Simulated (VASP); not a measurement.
Wanted: the native input for a VASP 6.6.1 run.

- Task: single point
- Functional: PBEsol
- Potentials or basis: VASP PAW PBE potentials, release 64 (H)
- Cutoff: 520 eV
- k mesh: 4 × 2 × 6
- Occupations: gaussian, width 0.02 eV
- Spin: no spin polarisation
- Dipole correction: no
- Further INCAR settings: LREAL = Auto; ALGO = Normal; EDIFF = 1e-06; NBANDS = 22

The structure of H lies in POSCAR:

```
H
1.0
    5.4308380898      0.0000000000      0.0000000000
    0.0000000000     11.3716058205      0.0000000000
    0.0000000000      0.0000000000      4.3647071602
H
16
Direct
    0.5754908699      0.7500000000      0.4363878044
    0.0754908699      0.7500000000      0.0636121956
    0.4245091301      0.2500000000      0.5636121956
    0.9245091301      0.2500000000      0.9363878044
    0.6737921001      0.7500000000      0.5599433980
    0.1737921001      0.7500000000      0.9400566020
    0.3262078999      0.2500000000      0.4400566020
    0.8262078999      0.2500000000      0.0599433980
    0.4521824008      0.9959843130      0.0625170444
    0.9521824008      0.5040156870      0.4374829556
    0.5478175992      0.4959843130      0.9374829556
    0.0478175992      0.0040156870      0.5625170444
    0.5478175992      0.0040156870      0.9374829556
    0.0478175992      0.4959843130      0.5625170444
    0.4521824008      0.5040156870      0.0625170444
    0.9521824008      0.9959843130      0.4374829556
```

One way to write it, as run:

INCAR

```
PREC     = Accurate       # precision mode
ENCUT    = 520            # plane-wave cutoff, eV
EDIFF    = 1E-6           # SCF threshold, eV
ISMEAR   = 0              # smearing method
SIGMA    = 0.02           # smearing width, eV
LREAL    = Auto         
LASPH    = T              # aspherical terms in the spheres
NELM     = 80             # most SCF steps
ALGO     = Normal         # electronic algorithm
ISIF     = 2              # what is computed and relaxed
LWAVE    = F              # write WAVECAR
LCHARG   = T              # write CHGCAR
GGA      = PS             # functional
LELF     = T              # ELF
LVHAR    = T            
NBANDS   = 22             # bands
```

KPOINTS

```
Automatic mesh
0
Gamma
  4 2 6
```

Potentials or basis: VASP PAW PBE potentials, release 64 (H).

The run is started by

```bash
$ cat potpaw_PBE.64/H/POTCAR > POTCAR
$ mpirun -np 1 vasp_std > vasp.out
```

Results of the run:

| Quantity | Value |
| --- | --- |
| Pressure | -0.2 GPa |
| Largest force | 0.016 eV/Å |
| Band gap on the k mesh | 9.12 eV (least direct gap 9.36 eV) |

Caveat: this functional lacks dispersion, which holds the molecules together, so the pressure and a relaxed volume are unreliable; the PAW data sets were made with another functional, which shifts forces and pressure a little.

Run time: 110 s on 1 thread of AMD EPYC 9R14 (Zen 4) (shared host), peak memory 0.32 GiB.
